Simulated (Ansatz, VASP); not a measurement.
Two plane-wave programs on Se

The input INCAR:

```
ALGO = Normal
EDIFF = 1E-8
ENCUT = 400
GGA = PS
GGA_COMPAT = False
ISIF = 2
ISMEAR = -1
LASPH = True
LCHARG = False
LEFG = True
LREAL = False
LWAVE = False
NBANDS = 16
NELM = 120
PREC = Accurate
SIGMA = 0.02
```

KPOINTS

```
k-points
0
Gamma
  8 8 6
```

POSCAR

```
Se
1.0
    4.3551696776     -0.0217758484     -0.0217758484
   -2.1964432767      3.7825755028     -0.0079705137
   -0.0247472500     -0.0247472500      4.9494500000
Se
3
Direct
    0.2170000000      0.0000000000      0.1666666667
    0.0000000000      0.2170000000      0.8333333333
    0.7830000000      0.7830000000      0.5000000000
```

Input for Ansatz:

```yaml
crystal:
  lattice:
    - [4.3551696776, -0.0217758484, -0.0217758484]
    - [-2.1964432767, 3.7825755028, -0.0079705137]
    - [-0.02474725, -0.02474725, 4.94945]
  atoms:
    - { symbol: Se, position: [0.217, 0.0, 0.1666666667] }
    - { symbol: Se, position: [0.0, 0.217, 0.8333333333] }
    - { symbol: Se, position: [0.783, 0.783, 0.5] }
kpoints:
  mp_grid: { grid: [8, 8, 6] }
scf:
  occupations: { method: fermi_dirac, width: 0.02 }
hamiltonian:
  xc: pbesol
  pseudopotentials: { kind: paw }
output:
  forces: true
  stress: true
  eigenvalues: true
  efg: { contact_densities: true }
```

Change from the starting cell: equal xy, yz and zx shear strains of -1 %, PAW files.

Alike in both runs: task electric field gradients; functional PBEsol; k mesh 8 × 8 × 6; occupations fermi-dirac, width 0.02 eV; no spin polarisation.

```csv
,VASP,Ansatz
version,VASP 6.6.1,Ansatz 0.2.0
potentials or method,"VASP PAW PBE potentials, release 64 (Se)","PAW with Ansatz's default frozen-core files, scalar-relativistic"
plane-wave cutoff (eV),400,420
valence electrons in the cell,18,48
```

```tsv
	VASP	Ansatz	Ansatz less VASP
gap on the k mesh at the Fermi level (eV)	1.03	1.05	+0.015
pressure (GPa)	3.1	2.9	-0.21
traceless stress, the component that is largest in VASP (GPa)	1.67	1.56	-0.111
rms of the force components (eV/Å)	0.624	0.589	-0.0354
size of Vzz on the site where it differs most (V/Å²)	480.6	500.1	+19.55
```

VASP's potentials were made for PBE, not for PBEsol. Atom by atom the forces differ by 0.035 eV/Å (rms over components). The functional is the same, so the differences come from potentials, cutoffs and numerics. VASP's potentials hold 18 valence electrons a cell and Ansatz's 48, so a difference there can come from the potentials and not from the codes.
